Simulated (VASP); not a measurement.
# Ru (P6_3/mmc) in VASP: relaxation of cell and atoms with PBE

Aim: the relaxation of cell and atoms of Ru with PBE.

Program: VASP 6.6.1. These are calculated values, not measurements. Logs are shortened: lines on timing, memory, paths and dates and some standing lists are left out, and cuts for length are marked.

### 1 The cell of the first run

Symmetry: P6_3/mmc, No. 194, hexagonal system. The conventional cell has a = 2.697 Å, b = 2.697 Å, c = 4.370 Å, α = 90.00°, β = 90.00°, γ = 120.00°. Within 3.5 Å of Ru (site symmetry -6m2) lie 12 Ru at 2.68 to 2.70 Å.

### 2 Relaxation of cell and atoms, PBE

The input, INCAR:

```
ALGO = Normal ; EDIFF = 1E-7
EDIFFG = -0.005 ; ENCUT = 600
GGA = PE ; IBRION = 2
ISIF = 3 ; ISMEAR = -1
LASPH = True ; LCHARG = False
LREAL = False ; LWAVE = False
NELM = 80 ; NSW = 60
PREC = Accurate ; SIGMA = 0.08
```

The input, KPOINTS:

```
k-points
0
Gamma
  18 18 10
```

The input, POSCAR:

```
Ru
1.0
    2.6974396414      0.0000000000      0.0000000000
   -1.3487198207      2.3360512546      0.0000000000
    0.0000000000      0.0000000000      4.3698522191
Ru
2
Direct
    0.3333333333      0.6666666667      0.2500000000
    0.6666666667      0.3333333333      0.7500000000
```

Potentials or basis: VASP PAW PBE potentials, release 64 (Ru_pv).

The run is started by

```bash
cat potpaw_PBE.64/Ru_pv/POTCAR > POTCAR
mpirun -np 1 vasp_std > vasp.out
```

OUTCAR:

```text
EDIFF = 1E-7
   EDIFFG = -0.005
   ENCUT = 600
   GGA = PE
   IBRION = 2
   ISIF = 3
   ISMEAR = -1
   LASPH = True
   LREAL = False
   NELM = 80
   NSW = 60
   PREC = Accurate

 ion  position               nearest neighbor table
   1  0.333  0.667  0.250-   2 2.68   2 2.68   2 2.68   2 2.68   2 2.68   2 2.68
   2  0.667  0.333  0.750-   1 2.68   1 2.68   1 2.68   1 2.68   1 2.68   1 2.68

  LATTYP: Found a hexagonal cell.
 ALAT       =     2.6974396414
 C/A-ratio  =     1.6200000000

  Lattice vectors:

 A1 = (   2.6974396414,   0.0000000000,   0.0000000000)
 A2 = (  -1.3487198207,   2.3360512546,   0.0000000000)
 A3 = (   0.0000000000,   0.0000000000,   4.3698522191)

Analysis of symmetry for initial positions (statically):
=====================================================================
 Subroutine PRICEL returns:
 Original cell was already a primitive cell.

 Routine SETGRP: Setting up the symmetry group for a
 hexagonal supercell.

 Subroutine GETGRP returns: Found 24 space group operations
 (whereof 12 operations were pure point group operations)
 out of a pool of 24 trial point group operations.

The static configuration has the point symmetry D_3d.
 The point group associated with its full space group is D_6h.

Analysis of symmetry for dynamics (positions and initial velocities):
=====================================================================
 Subroutine PRICEL returns:
 Original cell was already a primitive cell.

 Routine SETGRP: Setting up the symmetry group for a
 hexagonal supercell.

 Subroutine GETGRP returns: Found 24 space group operations
 (whereof 12 operations were pure point group operations)
 out of a pool of 24 trial point group operations.

The dynamic configuration has the point symmetry D_3d.
 The point group associated with its full space group is D_6h.

 Subroutine INISYM returns: Found 24 space group operations
 (whereof 12 operations are pure point group operations),
 and found     1 'primitive' translations

----------------------------------------------------------------------------------------

                                     Primitive cell

  volume of cell :      27.5360

  direct lattice vectors                    reciprocal lattice vectors
     2.697439641  0.000000000  0.000000000     0.370721919  0.214036400  0.000000000
    -1.348719821  2.336051255  0.000000000     0.000000000  0.428072799  0.000000000
     0.000000000  0.000000000  4.369852219     0.000000000  0.000000000  0.228840691

  length of vectors
     2.697439641  2.697439641  4.369852219     0.428072799  0.428072799  0.228840691

  position of ions in fractional coordinates (direct lattice)
     0.333333333  0.666666667  0.250000000
     0.666666667  0.333333333  0.750000000

  ion indices of the primitive-cell ions
   primitive index   ion index
                 1           1
                 2           2

----------------------------------------------------------------------------------------

 KPOINTS: k-points

Automatic generation of k-mesh.
 Grid dimensions read from file:
 generate k-points for:   18   18   10

 Generating k-lattice:

  Cartesian coordinates                     Fractional coordinates (reciprocal lattice)
     0.020595662  0.011890911  0.000000000     0.055555556 -0.000000000  0.000000000
     0.000000000  0.023781822  0.000000000     0.000000000  0.055555556  0.000000000
     0.000000000  0.000000000  0.022884069     0.000000000  0.000000000  0.100000000

  Length of vectors
     0.023781822  0.023781822  0.022884069

  Shift w.r.t. Gamma in fractional coordinates (k-lattice)
     0.000000000  0.000000000  0.000000000

 Subroutine IBZKPT returns following result:
 ===========================================

 Found    222 irreducible k-points:

 Following reciprocal coordinates:
            Coordinates               Weight
  0.000000  0.000000  0.000000      1.000000
  0.055556 -0.000000  0.000000      6.000000
  0.111111 -0.000000  0.000000      6.000000
  0.166667 -0.000000  0.000000      6.000000
  0.222222 -0.000000  0.000000      6.000000
  0.277778 -0.000000  0.000000      6.000000
[... 16 lines left out ...]
  0.333333  0.111111  0.000000     12.000000
  0.388889  0.111111  0.000000     12.000000
 [... further k-points ...]
   k-points           NKPTS =    222   k-points in BZ     NKDIM =    222   number of bands    NBANDS=     18
   number of dos      NEDOS =    301   number of ions     NIONS =      2
   total plane-waves  NPLWV =  20736
   dimension x,y,z NGX =    24 NGY =   24 NGZ =   36
   dimension x,y,z NGXF=    48 NGYF=   48 NGZF=   72
   ions per type =               2
   NGX,Y,Z   is equivalent  to a cutoff of  14.79, 14.79, 13.70 a.u.
   NGXF,Y,Z  is equivalent  to a cutoff of  29.58, 29.58, 27.39 a.u.
 SYSTEM =  unknown system
   PREC   = accura    normal or accurate (medium, high low for compatibility)
   ISTART =      0    job   : 0-new  1-cont  2-samecut
   ICHARG =      2    charge: 1-file 2-atom 10-const
   ISPIN  =      1    spin polarized calculation?
   LNONCOLLINEAR =      F non collinear calculations
   LSORBIT =      F    spin-orbit coupling
   LASPH  =      T    aspherical Exc in radial PAW
   ENCUT  =  600.0 eV  44.10 Ry    6.64 a.u.   5.39  5.39  8.73*2*pi/ulx,y,z
   NELM   =     80;   NELMIN=  2; NELMDL= -5     # of ELM steps
   EDIFF  = 0.1E-06   stopping-criterion for ELM
   LREAL  =      F    real-space projection
   EDIFFG = -.5E-02   stopping-criterion for IOM
   NSW    =     60    number of steps for IOM
   IBRION =      2    ionic relax: 0-MD 1-quasi-New 2-CG
   NFREE  =      1    steps in history (QN), initial steepest desc. (CG)
   ISIF   =      3    stress and relaxation
   ISYM   =      2    0-nonsym 1-usesym 2-fastsym
   POTIM  = 0.5000    time-step for ionic-motion
   TEBEG  =    0.0;   TEEND  =   0.0 temperature during run
   PSTRESS=    0.0 pullay stress
   NELECT =      28.0000    total number of electrons
   NUPDOWN=      -1.0000    fix difference up-down
   EMIN   =  10.00;   EMAX   =-10.00  energy-range for DOS
   EFERMI =   0.00;   METHOD = LEGACY
   ISMEAR =    -1;   SIGMA  =   0.08  broadening in eV -4-tet -1-fermi 0-gaus
   EFERMI_NEDOS =   21; number of points for ismear=-14 and -15
   IALGO  =     38    algorithm
   IMIX   =      4    mixing-type and parameters
     AMIX     =   0.40;   BMIX     =  1.00
     AMIX_MAG =   1.60;   BMIX_MAG =  1.00
  volume/ion in A,a.u.               =      13.77        92.91
  Fermi-wavevector in a.u.,A,eV,Ry     =   1.646243  3.110948 36.873358  2.710115
  Thomas-Fermi vector in A             =   2.735904
   LORBIT       =      0    0 simple, 1 ext, 2 COOP (PROOUT), +10 PAW based schemes
   GGA     = PE    functional components
   LHFCALC =     F    Hartree Fock is set to
   AEXX    =    0.0000 exact exchange contribution
   IVDW    =     0    specifies the selected vdW correction
   LEPSILON=     F    determine dielectric tensor
   LRPA    =     F    only Hartree local field effects (RPA)
 conjugate gradient relaxation of ions
 non-spin polarized calculation
  energy-cutoff  :      600.00
  volume of cell :       27.54
 maximum number of plane-waves:       954
 NGX is ok and might be reduce to    24
   NGX = 11   NGY = 11   NGZ = 17

--------------------------------------- Ionic step        1  -------------------------------------------

 number of electron      28.0000001 magnetization

 Free energy of the ion-electron system (eV)
  ---------------------------------------------------
  ext. energy  EPLUGINS =         0.00000000
  ---------------------------------------------------
  free energy    TOTEN  =       -18.46970236 eV

  energy without entropy =      -18.43494409  energy(sigma->0) =      -18.45232322

------------------------ aborting loop because EDIFF is reached ----------------------------------------

  FORCE on cell =-STRESS in cart. coord.  units (eV):
  Direction    XX          YY          ZZ          XY          YZ          ZX
  --------------------------------------------------------------------------------------
  -------------------------------------------------------------------------------------
  Total        0.6177219      0.6177219     -1.3312327      0.0000000      0.0000000      0.0000000
  in kB       35.9420375     35.9420375    -77.4575424      0.0000000      0.0000000      0.0000000
  external PRESSURE =      -1.8578225 kB  Pullay stress =       0.0000000 kB

 VOLUME and BASIS-vectors are now :
 -----------------------------------------------------------------------------
  energy-cutoff  :      600.00
  volume of cell :       27.54
      direct lattice vectors                 reciprocal lattice vectors
     2.697439641  0.000000000  0.000000000     0.370721919  0.214036400  0.000000000
    -1.348719821  2.336051255  0.000000000     0.000000000  0.428072799  0.000000000
     0.000000000  0.000000000  4.369852219     0.000000000  0.000000000  0.228840691
[... 217 lines left out ...]
 POSITION                                       TOTAL-FORCE (eV/Angst)
 -----------------------------------------------------------------------------------
     -0.00000      1.57069      1.07372         0.000000      0.000000      0.000000
      1.36026      0.78535      3.22115        -0.000000     -0.000000      0.000000
 -----------------------------------------------------------------------------------
    total drift:                               -0.000000      0.000000     -0.000000

  FREE ENERGIE OF THE ION-ELECTRON SYSTEM (eV)
  ---------------------------------------------------
  free  energy   TOTEN  =       -18.4861635243 eV

  energy  without entropy=      -18.4499600027  energy(sigma->0) =      -18.46806176

--------------------------------------- Ionic step        8  -------------------------------------------

 number of electron      28.0000004 magnetization

 Free energy of the ion-electron system (eV)
  ---------------------------------------------------
  ext. energy  EPLUGINS =         0.00000000
  ---------------------------------------------------
  free energy    TOTEN  =       -18.48616581 eV

  energy without entropy =      -18.44997902  energy(sigma->0) =      -18.46807242

 E-fermi :  12.5956     XC(G=0): -14.0341

 val. band max:       12.5870375865   @ k =   0.4444   0.1111   0.5000
 cond. band min:      12.5976606345   @ k =   0.0000   0.0000   0.2000
 fundamental gap:      0.0106230479
 Fermi energy:        12.5956220378

 k-point     1 :       0.0000    0.0000    0.0000
  band No.  band energies     occupation
      1     -31.0066      2.00000
      2     -30.1142      2.00000
      3     -30.1142      2.00000
      4     -29.9495      2.00000
      5     -29.9495      2.00000
      6     -29.9096      2.00000
[... 10 lines left out ...]
     17      13.7499      0.00000
     18      13.8922      0.00000
[... 463 lines left out ...]
 k-point    24 :       0.3889    0.1111    0.0000
  band No.  band energies     occupation
      1     -30.7778      2.00000
      2     -30.6022      2.00000
      3     -30.5476      2.00000
      4     -30.3686      2.00000
      5     -30.1887      2.00000
      6     -30.1133      2.00000
[... 10 lines left out ...]
     17      16.2673      0.00000
     18      19.8758      0.00000

 [... further k-points ...]
[... 5 lines left out ...]
  --------------------------------------------------------------------------------------
  -------------------------------------------------------------------------------------
  Total        0.0024817      0.0024817     -0.0073293     -0.0000000     -0.0000000     -0.0000000
  in kB        0.1444346      0.1444346     -0.4265687     -0.0000000     -0.0000000     -0.0000000
  external PRESSURE =      -0.0458998 kB  Pullay stress =       0.0000000 kB

 VOLUME and BASIS-vectors are now :
 -----------------------------------------------------------------------------
  energy-cutoff  :      600.00
  volume of cell :       27.53
      direct lattice vectors                 reciprocal lattice vectors
     2.720092016  0.000000000  0.000000000     0.367634622  0.212253948  0.000000000
    -1.360046008  2.355668786 -0.000000000    -0.000000000  0.424507896  0.000000000
    -0.000000000 -0.000000000  4.296233675    -0.000000000  0.000000000  0.232762013

 POSITION                                       TOTAL-FORCE (eV/Angst)
 -----------------------------------------------------------------------------------
     -0.00000      1.57045      1.07406         0.000000      0.000000      0.000000
      1.36005      0.78522      3.22218        -0.000000     -0.000000      0.000000
 -----------------------------------------------------------------------------------
    total drift:                               -0.000000      0.000000     -0.000000

  FREE ENERGIE OF THE ION-ELECTRON SYSTEM (eV)
  ---------------------------------------------------
  free  energy   TOTEN  =       -18.4861658149 eV

  energy  without entropy=      -18.4499790164  energy(sigma->0) =      -18.46807242

 reached required accuracy - stopping structural energy minimisation
```

It took 11 min on 1 thread of Oxide Virtual Turin-like, shared host; peak memory 0.21 GiB.

Results:

| Property | Result |
| --- | --- |
| Free energy | -18.4862 eV |
| Relaxed volume | 13.76 Å³/atom |
| Relaxed cell | a = 2.720 Å, b = 2.720 Å, c = 4.296 Å, α = 90.00°, β = 90.00°, γ = 120.00° |
| Space group after relaxing (to 0.05 Å) | P6_3/mmc (No. 194) |
| Energy gained by relaxing | 8.2 meV/atom |
| Ionic steps | 8 |
| Pressure after relaxing | 0.0 GPa |
| Band gap on the k mesh | zero (band 14 reaches 14.05 eV, above the bottom of band 15 at 10.98 eV) |

Step by step:
| step | energy change (eV) | largest force (eV/Å) | pressure (GPa) | volume (Å³) |
| --- | --- | --- | --- | --- |
| 1 | 0.0000 | 0.0000 | -0.19 | 27.54 |
| 2 | -0.0040 | 0.0000 | 1.37 | 27.45 |
| 3 | -0.0164 | 0.0000 | 0.36 | 27.50 |
| 4 | -0.0164 | 0.0000 | 0.38 | 27.50 |
| 5 | -0.0162 | 0.0000 | -0.95 | 27.61 |
| 6 | -0.0165 | 0.0000 | 0.01 | 27.53 |
| 7 | -0.0165 | 0.0000 | 0.01 | 27.53 |
| 8 | -0.0165 | 0.0000 | 0.00 | 27.53 |

Final structure:
```cif
data_structure
_symmetry_space_group_name_H-M 'P 1'
_symmetry_Int_Tables_number 1
_cell_length_a 2.7201
_cell_length_b 2.7201
_cell_length_c 4.2962
_cell_angle_alpha 90.000
_cell_angle_beta 90.000
_cell_angle_gamma 120.000
_cell_volume 27.53
loop_
_atom_site_label
_atom_site_type_symbol
_atom_site_fract_x
_atom_site_fract_y
_atom_site_fract_z
_atom_site_occupancy
Ru1 Ru 0.33333 0.66667 0.25000 1
Ru2 Ru 0.66667 0.33333 0.75000 1
```

Levels at points of the mesh, in eV from the Fermi level:
| k point | band 10 | band 11 | band 12 | band 13 | band 14 | band 15 | band 16 | band 17 | band 18 |
| --- | --- | --- | --- | --- | --- | --- | --- | --- | --- |
| (0.00, 0.00, 0.00) | -2.55 | -2.36 | -1.88 | -1.88 | -1.38 | -1.38 | 1.15 | 1.15 | 1.30 |
| (0.50, 0.00, 0.00) | -2.97 | -2.03 | -1.78 | -1.49 | 1.38 | 1.79 | 1.87 | 3.98 | 6.02 |
| (0.00, 0.00, 0.50) | -2.71 | -2.71 | -2.71 | -2.66 | -2.66 | 0.53 | 0.53 | 0.53 | 0.53 |
| (0.50, 0.00, 0.50) | -4.43 | -1.05 | -1.05 | 0.43 | 0.43 | 1.63 | 1.63 | 3.34 | 3.34 |
